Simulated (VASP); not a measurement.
A run of VASP 6.6.1 is set up as follows.

File INCAR:

```
  PREC = Accurate
  ENCUT = 520
  EDIFF = 1E-6
  ISMEAR = -1
  SIGMA = 0.02
  LREAL = False
  LASPH = True
  NELM = 100
  ALGO = Normal
  ISIF = 2
  LWAVE = False
  LCHARG = True
  GGA = PE
  LELF = True
  LVHAR = True
  NBANDS = 15
```

File KPOINTS:

```
Automatic mesh
0
Gamma
  8 8 8
```

POSCAR

```
BaS
1.0
    0.0000000000      3.2256875000      3.1937500000
    3.2256875000      0.0000000000      3.1937500000
    3.2256875000      3.2256875000      0.0000000000
Ba S
1 1
Direct
    0.0000000000      0.0000000000      0.0000000000
    0.5000000000      0.5000000000      0.5000000000
```

Potentials or basis: VASP PAW PBE potentials, release 64 (Ba_sv, S).

Run with:

```console
$ cat potpaw_PBE.64/Ba_sv/POTCAR potpaw_PBE.64/S/POTCAR > POTCAR
$ mpirun -np 1 vasp_std > vasp.out
```

**Question.** Estimate the pressure.

**Answer.** 0.5 GPa.

**Question.** Estimate the band gap on the k mesh.

**Answer.** 2.11 eV (least direct gap 2.26 eV).

Stress tensor (GPa, compression positive):
```
0.26 0.00 0.00
0.00 0.26 0.00
0.00 0.00 1.06
```

Caveat: the cell differs from its parent crystal (equal xx and yy strain of +1 %); spin-orbit coupling is left out, which moves the levels of the heavy elements. A k mesh can miss the band edges.
